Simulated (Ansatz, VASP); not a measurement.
# Al2Ga3P5 in VASP and in Ansatz

```
Al Ga P
1.0
    -0.00042   -3.91264    0.00059
     3.91194    0.00044   -0.00263
    -1.96341    1.95463   13.65462
Al Ga P
2 3 5
Cartesian
  1.9531 -1.9568 5.4615
  -0.0032 -0.0007 8.1914
  1.9500 -1.9569 10.9210
  -0.0071 -0.0025 13.6537
  -0.0015 -0.0004 2.7316
  1.9524 -0.0004 6.8255
  -0.0062 -1.9571 9.5491
  1.9488 -0.0003 12.2868
  1.9542 -0.0006 1.3640
  -0.0035 -1.9566 4.1049
```

Change from the starting cell: cell x1, atoms moved at random (sigma 0.1 Å) and cell strained at random (1.5 %), then relaxed without symmetry.

Alike in both runs: functional PBE; k mesh 4 × 4 × 4; occupations gaussian, width 0.1 eV; no spin polarisation.

Ansatz relaxed the structure, and its values are those at the end. VASP's run is a single point on that final structure, the one shown.

|  | VASP | Ansatz |
| --- | --- | --- |
| version | VASP 6.6.1 | Ansatz 0.2.0 |
| potentials or method | VASP PAW PBE potentials, release 64 (Al, Ga_d, P), cutoff 520 eV | scalar-relativistic, plane waves, PAW |
| valence electrons in the cell | 70 | 70 |

```csv
,VASP,Ansatz,Ansatz less VASP
gap on the k mesh at the Fermi level (eV),1.49,1.49,+0.002
least direct gap on the mesh (eV),1.49,1.49,+0.002
pressure (GPa),0.0,0.0,+0.05
```
